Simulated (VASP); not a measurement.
## Hf3Si2N: single point with PBE

Hf3Si2N:

```xyz
6
Lattice="3.5438 0.0000 0.0000 0.0000 4.6739 0.0000 0.0000 0.0000 6.6940" Properties=species:S:1:pos:R:3 pbc="T T T"
Hf    0.0000    1.2240    3.3470
Hf    0.0000    3.4499    3.3470
Hf    1.7719    0.0000    3.3470
Si    0.0000    0.0000    1.1511
Si    0.0000    0.0000    5.5429
N     1.7719    2.3370    0.0000
```

The cell was generated, and may not be a known phase.

| Property | Result |
| --- | --- |
| Program | VASP 6.6.1 |
| Task | single point |
| Functional | PBE |
| Potentials or basis | VASP PAW PBE potentials, release 64 (Hf_pv, Si, N) |
| Cutoff | 520 eV |
| k mesh | 6 × 4 × 4 |
| Occupations | gaussian, width 0.1 eV |
| Spin | no spin polarisation |
| Dipole correction | no |
| Further INCAR settings | ALGO = Normal; EDIFF = 1e-06; NBANDS = 30 |

The pressure is 48.2 GPa, the largest force is 6.819 eV/Å and the band gap on the k mesh is zero (an odd number of electrons rules out a gap without spin polarisation).

Forces in eV/Å, atoms in the order of the input:
```
Hf   0.000  6.819  0.000
Hf   0.000 -6.819  0.000
Hf   0.000  0.000  0.000
Si   0.000  0.000 -2.143
Si   0.000  0.000  2.143
N    0.000  0.000  0.000
```

Stress tensor (GPa, compression positive):
```
70.40  0.00  0.00
 0.00 68.23  0.00
 0.00  0.00  5.88
```

Levels at points of the mesh, in eV from the Fermi level:
```csv
k point,band 20,band 21,band 22,band 23,band 24,band 25
"(0.00, 0.00, 0.00)",-0.08,0.42,0.53,0.88,1.43,2.36
"(0.50, 0.00, 0.00)",-1.19,-0.79,-0.77,-0.69,0.26,1.99
"(0.00, 0.50, 0.00)",0.02,0.07,0.24,0.62,1.11,1.33
"(0.50, 0.50, 0.00)",-1.41,-0.17,0.00,0.16,0.41,0.72
"(0.00, 0.00, 0.50)",-0.17,-0.04,0.87,0.91,1.43,2.45
"(0.50, 0.00, 0.50)",-0.62,-0.44,-0.12,0.05,0.28,0.82
"(0.00, 0.50, 0.50)",0.02,0.03,0.37,0.47,0.48,2.05
"(0.50, 0.50, 0.50)",-1.78,-1.21,-0.26,0.31,0.98,1.98
```

It took 2.7 min on 1 thread of Intel(R) Xeon(R) Platinum 8259CL CPU @ 2.50GHz (Skylake/Cascade Lake), on a shared host, peak memory 0.28 GiB.

Caveat: the stress differs along the axes, from 6 to 70 GPa; spin-orbit coupling is left out, which moves the levels of the heavy elements; an odd number of electrons without spin polarisation forces a metal; a magnetic or distorted state may lie lower.
